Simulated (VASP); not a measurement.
# Ru (P6_3/mmc) in VASP: notebook

The runs below take Ru through single point, with PBEsol.

All numbers are computed with VASP 6.6.1; they aren't measurements. Logs are shortened: lines on timing, memory, paths and dates and some standing lists are left out, and cuts for length are marked.

### Step 1. The cell of the first run

It takes space group P6_3/mmc (No. 194, hexagonal). Conventional cell: a = 2.625 Å, b = 2.625 Å, c = 4.153 Å, α = 90.00°, β = 90.00°, γ = 120.00°. Ru (site symmetry -6m2) has 12 Ru at 2.57 to 2.62 Å within 3.4 Å.

### Step 2. Single point, PBEsol (strain -0.030 along x and y, -0.030 along z)

INCAR reads:

```
  PREC = Accurate
  ENCUT = 520
  EDIFF = 1E-6
  ISMEAR = 0
  SIGMA = 0.15
  LREAL = False
  LASPH = True
  NELM = 60
  ALGO = Fast
  ISIF = 2
  LWAVE = False
  LCHARG = False
  GGA = PS
  NBANDS = 21
```

KPOINTS reads:

```
Automatic mesh
0
Gamma
  21 21 12
```

POSCAR reads:

```
Ru
1.0
    2.6246253542      0.0000000000      0.0000000000
   -1.3123126771      2.2729922322      0.0000000000
    0.0000000000      0.0000000000      4.1534430000
Ru
2
Direct
    0.3333333333      0.6666666667      0.2500000000
    0.6666666667      0.3333333333      0.7500000000
```

Potentials or basis: VASP PAW PBE potentials, release 64 (Ru_pv).

Launch:

```console
cat potpaw_PBE.64/Ru_pv/POTCAR > POTCAR
mpirun -np 1 vasp_std > vasp.out
```

OUTCAR:

```text
PREC = Accurate
   ENCUT = 520
   EDIFF = 1E-6
   ISMEAR = 0
   LREAL = False
   LASPH = True
   NELM = 60
   ISIF = 2
   GGA = PS

 ion  position               nearest neighbor table
   1  0.333  0.667  0.250-   2 2.57   2 2.57   2 2.57   2 2.57   2 2.57   2 2.57
   2  0.667  0.333  0.750-   1 2.57   1 2.57   1 2.57   1 2.57   1 2.57   1 2.57

  LATTYP: Found a hexagonal cell.
 ALAT       =     2.6246253542
 C/A-ratio  =     1.5824898564

  Lattice vectors:

 A1 = (   2.6246253542,   0.0000000000,   0.0000000000)
 A2 = (  -1.3123126771,   2.2729922322,   0.0000000000)
 A3 = (   0.0000000000,   0.0000000000,   4.1534430000)

Analysis of symmetry for initial positions (statically):
=====================================================================
 Subroutine PRICEL returns:
 Original cell was already a primitive cell.

 Routine SETGRP: Setting up the symmetry group for a
 hexagonal supercell.

 Subroutine GETGRP returns: Found 24 space group operations
 (whereof 12 operations were pure point group operations)
 out of a pool of 24 trial point group operations.

The static configuration has the point symmetry D_3d.
 The point group associated with its full space group is D_6h.

Analysis of symmetry for dynamics (positions and initial velocities):
=====================================================================
 Subroutine PRICEL returns:
 Original cell was already a primitive cell.

 Routine SETGRP: Setting up the symmetry group for a
 hexagonal supercell.

 Subroutine GETGRP returns: Found 24 space group operations
 (whereof 12 operations were pure point group operations)
 out of a pool of 24 trial point group operations.

The dynamic configuration has the point symmetry D_3d.
 The point group associated with its full space group is D_6h.

 Subroutine INISYM returns: Found 24 space group operations
 (whereof 12 operations are pure point group operations),
 and found     1 'primitive' translations

----------------------------------------------------------------------------------------

                                     Primitive cell

  volume of cell :      24.7784

  direct lattice vectors                    reciprocal lattice vectors
     2.624625354  0.000000000  0.000000000     0.381006759  0.219974355  0.000000000
    -1.312312677  2.272992232  0.000000000     0.000000000  0.439948710  0.000000000
     0.000000000  0.000000000  4.153443000     0.000000000  0.000000000  0.240764108

  length of vectors
[... 76 lines left out ...]
   ISPIN  =      1    spin polarized calculation?
   LNONCOLLINEAR =      F non collinear calculations
   LSORBIT =      F    spin-orbit coupling
   LASPH  =      T    aspherical Exc in radial PAW
   ENCUT  =  520.0 eV  38.22 Ry    6.18 a.u.   4.88  4.88  7.72*2*pi/ulx,y,z
   NELM   =     60;   NELMIN=  2; NELMDL= -5     # of ELM steps
   EDIFF  = 0.1E-05   stopping-criterion for ELM
   LREAL  =      F    real-space projection
   EDIFFG = 0.1E-04   stopping-criterion for IOM
   NSW    =      0    number of steps for IOM
   IBRION =     -1    ionic relax: 0-MD 1-quasi-New 2-CG
   NFREE  =      0    steps in history (QN), initial steepest desc. (CG)
   ISIF   =      2    stress and relaxation
   ISYM   =      2    0-nonsym 1-usesym 2-fastsym
   POTIM  = 0.5000    time-step for ionic-motion
   TEBEG  =    0.0;   TEEND  =   0.0 temperature during run
   PSTRESS=    0.0 pullay stress
   NELECT =      28.0000    total number of electrons
   NUPDOWN=      -1.0000    fix difference up-down
   EMIN   =  10.00;   EMAX   =-10.00  energy-range for DOS
   EFERMI =   0.00;   METHOD = LEGACY
   ISMEAR =     0;   SIGMA  =   0.15  broadening in eV -4-tet -1-fermi 0-gaus
   EFERMI_NEDOS =   21; number of points for ismear=-14 and -15
   IALGO  =     68    algorithm
   IMIX   =      4    mixing-type and parameters
     AMIX     =   0.40;   BMIX     =  1.00
     AMIX_MAG =   1.60;   BMIX_MAG =  1.00
  volume/ion in A,a.u.               =      12.39        83.61
  Fermi-wavevector in a.u.,A,eV,Ry     =   1.705178  3.222319 39.560725  2.907631
  Thomas-Fermi vector in A             =   2.784446
   LORBIT       =      0    0 simple, 1 ext, 2 COOP (PROOUT), +10 PAW based schemes
   GGA     = PS    functional components
   LHFCALC =     F    Hartree Fock is set to
   AEXX    =    0.0000 exact exchange contribution
   IVDW    =     0    specifies the selected vdW correction
   LEPSILON=     F    determine dielectric tensor
   LRPA    =     F    only Hartree local field effects (RPA)
 non-spin polarized calculation
 RMM-DIIS sequential band-by-band and
 Gauss-broadening in eV      SIGMA  =   0.15
  energy-cutoff  :      520.00
  volume of cell :       24.78
 maximum number of plane-waves:       699
 NGX is ok and might be reduce to    20
   NGX =  9   NGY =  9   NGZ = 15

 number of electron      27.9999997 magnetization

 Free energy of the ion-electron system (eV)
  ---------------------------------------------------
  ext. energy  EPLUGINS =         0.00000000
  ---------------------------------------------------
  free energy    TOTEN  =       -20.18616019 eV

  energy without entropy =      -20.16888685  energy(sigma->0) =      -20.17752352

 E-fermi :  14.4629     XC(G=0): -14.8548

 val. band max:       14.4618679921   @ k =   0.1905   0.0952   0.2500
 cond. band min:      14.4691686551   @ k =   0.2857   0.0000   0.0833
 fundamental gap:      0.0073006630
 Fermi energy:        14.4628973871

 k-point     1 :       0.0000    0.0000    0.0000
  band No.  band energies     occupation
      1     -29.5497      2.00000
      2     -28.2836      2.00000
      3     -28.2836      2.00000
      4     -28.0574      2.00000
      5     -28.0574      2.00000
      6     -28.0016      2.00000
[... 565 lines left out ...]
     20      24.6316      0.00000
     21      25.4793      0.00000

 [... further k-points ...]
[... 5 lines left out ...]
  --------------------------------------------------------------------------------------
  -------------------------------------------------------------------------------------
  Total        4.6277773      4.6277773      4.6832242      0.0000000      0.0000000      0.0000000
  in kB      299.2330121    299.2330121    302.8182239      0.0000000      0.0000000      0.0000000
  external PRESSURE =     300.4280827 kB  Pullay stress =       0.0000000 kB

 VOLUME and BASIS-vectors are now :
 -----------------------------------------------------------------------------
  energy-cutoff  :      520.00
  volume of cell :       24.78
      direct lattice vectors                 reciprocal lattice vectors
     2.624625354  0.000000000  0.000000000     0.381006759  0.219974355  0.000000000
    -1.312312677  2.272992232  0.000000000     0.000000000  0.439948710  0.000000000
     0.000000000  0.000000000  4.153443000     0.000000000  0.000000000  0.240764108

 POSITION                                       TOTAL-FORCE (eV/Angst)
 -----------------------------------------------------------------------------------
     -0.00000      1.51533      1.03836         0.000000      0.000000      0.000000
      1.31231      0.75766      3.11508        -0.000000     -0.000000      0.000000
 -----------------------------------------------------------------------------------
    total drift:                               -0.000000      0.000000     -0.000000

  FREE ENERGIE OF THE ION-ELECTRON SYSTEM (eV)
  ---------------------------------------------------
  free  energy   TOTEN  =       -20.1861601943 eV

  energy  without entropy=      -20.1688868481  energy(sigma->0) =      -20.17752352
```

OSZICAR:

```text
N       E                     dE             d eps       ncg     rms          rms(c)
DAV:   1     0.287264276382E+03    0.28726E+03   -0.17544E+04 14128   0.151E+03
DAV:   2    -0.157463545391E+02   -0.30301E+03   -0.29348E+03 14395   0.451E+02
DAV:   3    -0.216210029049E+02   -0.58746E+01   -0.58431E+01 16672   0.706E+01
DAV:   4    -0.216625214123E+02   -0.41519E-01   -0.41447E-01 17224   0.573E+00
DAV:   5    -0.216630589767E+02   -0.53756E-03   -0.53328E-03 15974   0.597E-01    0.240E+01
RMM:   6    -0.203180901910E+02    0.13450E+01   -0.27100E+00 14674   0.139E+01    0.731E+00
RMM:   7    -0.201957962311E+02    0.12229E+00   -0.46607E-01 15691   0.521E+00    0.124E+00
RMM:   8    -0.201868151673E+02    0.89811E-02   -0.27488E-02 16083   0.160E+00    0.542E-01
RMM:   9    -0.201861331305E+02    0.68204E-03   -0.32897E-03 16283   0.516E-01    0.959E-02
RMM:  10    -0.201861573632E+02   -0.24233E-04   -0.57772E-04 16565   0.228E-01    0.432E-02
RMM:  11    -0.201861594625E+02   -0.20992E-05   -0.10764E-04 17353   0.735E-02    0.936E-03
RMM:  12    -0.201861602899E+02   -0.82740E-06   -0.16304E-05 16780   0.298E-02    0.498E-03
RMM:  13    -0.201861601943E+02    0.95591E-07   -0.18141E-06 11636   0.107E-02
   1 F= -.20186160E+02 E0= -.20177524E+02  d E =-.172733E-01
```

Wall time 2.5 min (1 thread of Intel Xeon Platinum 8259CL at 2.50GHz (Skylake/Cascade Lake), shared host); peak memory 0.25 GiB.

What came out:

```yaml
Free_energy: -20.1862 eV
Pressure: 30.0 GPa
Band_gap_on_the_k_mesh: zero (bands 14 and 15 overlap by 3.67 eV)
```

Stress tensor (GPa, compression positive):
```
29.92  0.00  0.00
 0.00 29.92  0.00
 0.00  0.00 30.28
```

Levels at points of the mesh, in eV from the Fermi level:
| k point | band 10 | band 11 | band 12 | band 13 | band 14 | band 15 | band 16 | band 17 | band 18 | band 19 |
| --- | --- | --- | --- | --- | --- | --- | --- | --- | --- | --- |
| (0.00, 0.00, 0.00) | -3.01 | -2.80 | -2.22 | -2.22 | -1.61 | -1.61 | 1.35 | 1.35 | 1.35 | 10.16 |
| (0.00, 0.00, 0.50) | -3.20 | -3.20 | -3.20 | -3.05 | -3.05 | 0.64 | 0.64 | 0.64 | 0.64 | 10.17 |

Caveat: the cell differs from its parent crystal (strain -0.030 along x and y, -0.030 along z); the cell stands under pressure; the PAW data sets were made with another functional, which shifts forces and pressure a little.

### Step 3. Single point, PBEsol (strain -0.030 along x and y, -0.015 along z)

INCAR reads:

```
ALGO     = Fast           # electronic algorithm
EDIFF    = 1E-6           # SCF threshold, eV
ENCUT    = 520            # plane-wave cutoff, eV
GGA      = PS             # functional
ISIF     = 2              # what is computed and relaxed
ISMEAR   = 0              # smearing method
LASPH    = T              # aspherical terms in the spheres
LCHARG   = T              # write CHGCAR
LELF     = T              # ELF
LREAL    = F              # projectors in reciprocal space
LVHAR    = T            
LWAVE    = F              # write WAVECAR
NBANDS   = 21             # bands
NELM     = 80             # most SCF steps
PREC     = Accurate       # precision mode
SIGMA    = 0.15           # smearing width, eV
```

KPOINTS reads:

```
k-points
0
Gamma
  21 21 12
```

POSCAR: that of step 2 with these lines changed.

```diff
@@ -4,3 +4,3 @@
    -1.3123126771      2.2729922322      0.0000000000
-    0.0000000000      0.0000000000      4.1534430000
+    0.0000000000      0.0000000000      4.2176715000
 Ru
```

Potentials or basis: VASP PAW PBE potentials, release 64 (Ru_pv).

Launch:

```console
cat potpaw_PBE.64/Ru_pv/POTCAR > POTCAR
mpirun -np 1 vasp_std > vasp.out
```

It took 2.6 min on 1 thread of Intel Xeon Platinum 8259CL at 2.50GHz (Skylake/Cascade Lake), shared host; peak memory 0.25 GiB.

It converged, with:

```
Free energy            : -20.2422 eV
Pressure               : 22.7 GPa
Band gap on the k mesh : zero (bands 14 and 15 overlap by 3.47 eV)
```

Stress tensor (GPa, compression positive):
```
25.73  0.00  0.00
 0.00 25.73  0.00
 0.00  0.00 16.59
```

Levels at points of the mesh, in eV from the Fermi level:
| k point | band 12 | band 13 | band 14 | band 15 | band 16 | band 17 |
| --- | --- | --- | --- | --- | --- | --- |
| (0.00, 0.00, 0.00) | -2.19 | -2.19 | -1.44 | -1.44 | 1.14 | 1.33 |
| (0.00, 0.00, 0.50) | -3.06 | -3.06 | -3.06 | 0.61 | 0.61 | 0.61 |

Caveat: the cell differs from its parent crystal (strain -0.030 along x and y, -0.015 along z); the stress differs along the axes, from 17 to 26 GPa; the PAW data sets were made with another functional, which shifts forces and pressure a little.

### Step 4. Single point, PBEsol (strain -0.030 along x and y, +0.000 along z)

INCAR reads:

```
SYSTEM = Ru
PREC     = Accurate       ! precision mode
ENCUT    = 520            ! plane-wave cutoff, eV
EDIFF    = 1E-6           ! SCF threshold, eV
ISMEAR   = 0              ! smearing method
SIGMA    = 0.15           ! smearing width, eV
LREAL    = .False.        ! projectors in reciprocal space
LASPH    = .True.         ! aspherical terms in the spheres
NELM     = 80             ! most SCF steps
ALGO     = Fast           ! electronic algorithm
ISIF     = 2              ! what is computed and relaxed
LWAVE    = .False.        ! write WAVECAR
LCHARG   = .False.        ! write CHGCAR
GGA      = PS             ! functional
NBANDS   = 21             ! bands
```

KPOINTS reads:

```
Automatic mesh
0
Gamma
  21 21 12
  0 0 0
```

POSCAR: that of step 3 with these lines changed.

```diff
@@ -4,3 +4,3 @@
    -1.3123126771      2.2729922322      0.0000000000
-    0.0000000000      0.0000000000      4.2176715000
+    0.0000000000      0.0000000000      4.2819000000
 Ru
```

Launch:

```console
cat potpaw_PBE.64/Ru_pv/POTCAR > POTCAR
mpirun -np 1 vasp_std > vasp.out
```

Wall time 2.6 min (1 thread of Intel Xeon Platinum 8259CL at 2.50GHz (Skylake/Cascade Lake), shared host); peak memory 0.25 GiB.

The run converged. Its results:

```yaml
Free_energy: -20.2673 eV
Pressure: 16.1 GPa
Band_gap_on_the_k_mesh: zero (bands 14 and 15 overlap by 3.42 eV)
```

Stress tensor (GPa, compression positive):
```
22.01  0.00  0.00
 0.00 22.01  0.00
 0.00  0.00  4.40
```

Levels at points of the mesh, in eV from the Fermi level:
```csv
k point,band 11,band 12,band 13,band 14,band 15,band 16,band 17,band 18
"(0.00, 0.00, 0.00)",-2.84,-2.16,-2.16,-1.28,-1.28,0.94,1.31,1.31
"(0.00, 0.00, 0.50)",-2.94,-2.94,-2.94,-2.94,0.60,0.60,0.60,0.60
```

Caveat: the cell differs from its parent crystal (strain -0.030 along x and y, +0.000 along z); the stress differs along the axes, from 4 to 22 GPa; the PAW data sets were made with another functional, which shifts forces and pressure a little.

### Step 5. Single point, PBEsol (strain -0.015 along x and y, -0.030 along z)

INCAR reads:

```
PREC     = Accurate       # precision mode
ENCUT    = 520            # plane-wave cutoff, eV
EDIFF    = 1E-7           # SCF threshold, eV
ISMEAR   = 0              # smearing method
SIGMA    = 0.15           # smearing width, eV
LREAL    = False          # projectors in reciprocal space
LASPH    = True           # aspherical terms in the spheres
NELM     = 100            # most SCF steps
ALGO     = Fast           # electronic algorithm
ISIF     = 2              # what is computed and relaxed
LWAVE    = False          # write WAVECAR
LCHARG   = False          # write CHGCAR
GGA      = PS             # functional
NBANDS   = 21             # bands
```

KPOINTS reads:

```
Automatic mesh
0
Gamma
  21 21 12
```

POSCAR reads:

```
Ru
1.0
    2.6652123442      0.0000000000      0.0000000000
   -1.3326061721      2.3081415966      0.0000000000
    0.0000000000      0.0000000000      4.1534430000
Ru
2
Direct
    0.3333333333      0.6666666667      0.2500000000
    0.6666666667      0.3333333333      0.7500000000
```

Launch:

```console
cat potpaw_PBE.64/Ru_pv/POTCAR > POTCAR
mpirun -np 1 vasp_std > vasp.out
```

Run time: 2.3 min. Hardware: 1 thread of Intel Xeon Platinum 8259CL at 2.50GHz (Skylake/Cascade Lake), shared host; peak memory 0.25 GiB.

It converged, with:

| Property | Result |
| --- | --- |
| Free energy | -20.2907 eV |
| Pressure | 16.4 GPa |
| Band gap on the k mesh | zero (bands 14 and 15 overlap by 3.55 eV) |

Stress tensor (GPa, compression positive):
```
13.70  0.00  0.00
 0.00 13.70  0.00
 0.00  0.00 21.84
```

Levels at points of the mesh, in eV from the Fermi level:
| k point | band 10 | band 11 | band 12 | band 13 | band 14 | band 15 | band 16 | band 17 | band 18 | band 19 |
| --- | --- | --- | --- | --- | --- | --- | --- | --- | --- | --- |
| (0.00, 0.00, 0.00) | -2.90 | -2.52 | -2.10 | -2.10 | -1.67 | -1.67 | 1.28 | 1.28 | 1.49 | 10.18 |
| (0.00, 0.00, 0.50) | -3.11 | -3.11 | -3.11 | -2.86 | -2.86 | 0.62 | 0.62 | 0.62 | 0.62 | 10.20 |

Caveat: the cell differs from its parent crystal (strain -0.015 along x and y, -0.030 along z); the stress differs along the axes, from 14 to 22 GPa; the PAW data sets were made with another functional, which shifts forces and pressure a little.

### Step 6. Summary

| cell | further INCAR settings | gap on the mesh (eV) | pressure (GPa) |
| --- | --- | --- | --- |
| a = 2.625, b = 2.625, c = 4.153 Å, angles 90.0, 90.0, 120.0°, 2 atoms | ALGO = Fast; EDIFF = 1e-06; NBANDS = 21 | none | 30.0 |
| a = 2.625, b = 2.625, c = 4.218 Å, angles 90.0, 90.0, 120.0°, 2 atoms | ALGO = Fast; EDIFF = 1e-06; NBANDS = 21 | none | 22.7 |
| a = 2.625, b = 2.625, c = 4.282 Å, angles 90.0, 90.0, 120.0°, 2 atoms | ALGO = Fast; EDIFF = 1e-06; NBANDS = 21 | none | 16.1 |
| a = 2.665, b = 2.665, c = 4.153 Å, angles 90.0, 90.0, 120.0°, 2 atoms | ALGO = Fast; EDIFF = 1e-07; NBANDS = 21 | none | 16.4 |

Alike in all rows: task single point; level PBEsol; potentials or basis VASP PAW PBE potentials, release 64 (Ru_pv); no spin polarisation; k mesh 21 × 21 × 12; cutoff (eV) 520; smearing gaussian 0.15 eV.

Caveats: the PAW data sets were made with another functional, which shifts forces and pressure a little; the cell stands under pressure (at least some runs); the stress differs along the axes, from 17 to 26 GPa (at least some runs); the stress differs along the axes, from 4 to 22 GPa (at least some runs); the stress differs along the axes, from 14 to 22 GPa (at least some runs).

Absolute energies hang on the potentials; compare differences alone.
